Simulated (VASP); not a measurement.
# Mg3BiSb: relaxation of cell and atoms with PBE

Crystal: Mg3BiSb.

```
CELL_PARAMETERS angstrom
5.13189 0.00000 0.00000
0.00000 5.13189 0.00000
0.00000 0.00000 5.13189
ATOMIC_POSITIONS crystal
Mg 0.00000 0.50000 0.50000
Mg 0.50000 0.00000 0.50000
Mg 0.50000 0.50000 0.00000
Sb 0.50000 0.50000 0.50000
Bi 0.00000 0.00000 0.00000
```

* Program: VASP 6.6.1
* Task: relaxation of cell and atoms
* Functional: PBE
* Potentials or basis: VASP PAW PBE potentials, release 64 (Mg, Sb, Bi_d)
* Cutoff: 600 eV
* k mesh: 4 × 4 × 4
* Occupations: gaussian, width 0.1 eV
* Spin: no spin polarisation
* Dipole correction: no
* Further INCAR settings: ALGO = Normal; EDIFF = 1e-07; IBRION = 2; EDIFFG = -0.04; NSW = 90; ISIF = 3

| Property | Result |
| --- | --- |
| Relaxed volume | 30.54 Å³/atom |
| Relaxed cell | a = 5.345 Å, b = 5.345 Å, c = 5.345 Å, α = 90.00°, β = 90.00°, γ = 90.00° |
| Space group after relaxing (to 0.1 Å) | Pm-3m (No. 221) |
| Energy gained by relaxing | 49.3 meV/atom |
| Ionic steps | 2 |
| Pressure after relaxing | 0.0 GPa |
| Band gap on the k mesh | zero (bands 13 and 14 overlap by 0.04 eV) |

The path:
| step | energy change (eV) | largest force (eV/Å) | pressure (GPa) | volume (Å³) |
| --- | --- | --- | --- | --- |
| 1 | 0.0000 | 0.0000 | 5.11 | 135.16 |
| 2 | -0.2463 | 0.0000 | -0.03 | 152.71 |

Final structure:
```
Mg Sb Bi
1.0
     5.34515    0.00000    0.00000
     0.00000    5.34515    0.00000
     0.00000    0.00000    5.34515
Mg Sb Bi
3 1 1
Direct
  0.00000 0.50000 0.50000
  0.50000 0.00000 0.50000
  0.50000 0.50000 0.00000
  0.50000 0.50000 0.50000
  0.00000 0.00000 0.00000
```

Levels at points of the mesh, in eV from the Fermi level:
```tsv
k point	band 9	band 10	band 11	band 12	band 13	band 14	band 15	band 16	band 17
(0.00, 0.00, 0.00)	-3.29	-3.29	-0.25	-0.25	-0.15	0.27	0.27	0.27	4.19
(0.50, 0.00, 0.00)	-2.95	-2.95	-2.26	-0.55	-0.55	0.38	1.97	3.16	3.49
(0.50, 0.50, 0.00)	-4.68	-2.78	-0.29	-0.29	0.03	0.12	0.47	1.95	1.95
(0.50, 0.50, 0.50)	-4.18	-4.18	-2.08	-2.08	-2.08	4.05	4.05	4.05	4.65
```

It took 86 s on 1 thread of Intel(R) Xeon(R) Platinum 8259CL CPU @ 2.50GHz (Skylake/Cascade Lake), on a shared host, peak memory 0.28 GiB.

Caveat: spin-orbit coupling is left out, which moves the levels of the heavy elements.
